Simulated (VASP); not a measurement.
Crystal: B3P.

```
B P
1.0
     3.45570    0.00000    0.00000
     0.00000    3.45570    0.00000
     0.00000    0.00000    3.45570
B P
3 1
Direct
  0.00000 0.50000 0.50000
  0.50000 0.00000 0.50000
  0.50000 0.50000 0.00000
  0.00000 0.00000 0.00000
```

```yaml
Program: VASP 6.6.1
Task: relaxation of cell and atoms
Functional: PBE
Potentials_or_basis: VASP PAW PBE potentials, release 64 (B, P)
Cutoff: 500 eV
k_mesh: 6 × 6 × 6
Occupations: gaussian, width 0.1 eV
Spin: no spin polarisation
```

At the start: pressure -24.5 GPa; volume 10.32 Å³/atom.

**Question.** How do energy, volume and symmetry change on relaxing?

**Answer.** Over 4 steps the energy falls by 267.3 meV/atom and the volume is 7.66 Å³/atom (-25.7 %); space group Pm-3m (No. 221, to 0.05 Å).

Step by step:
```csv
step,energy change (eV),largest force (eV/Å),pressure (GPa),volume (Å³)
1,0.0000,0.0000,-24.52,41.27
2,-1.0217,0.0000,-7.92,32.54
3,-1.0676,0.0000,-1.62,31.01
4,-1.0693,0.0000,0.09,30.65
```

Final structure:
```
B P
1.0
     3.12950    0.00000    0.00000
     0.00000    3.12950    0.00000
     0.00000    0.00000    3.12950
B P
3 1
Direct
  0.00000 0.50000 0.50000
  0.50000 0.00000 0.50000
  0.50000 0.50000 0.00000
  0.00000 0.00000 0.00000
```

Caveat: the volume moved by over 15 % at a fixed basis, so the end points are rough.
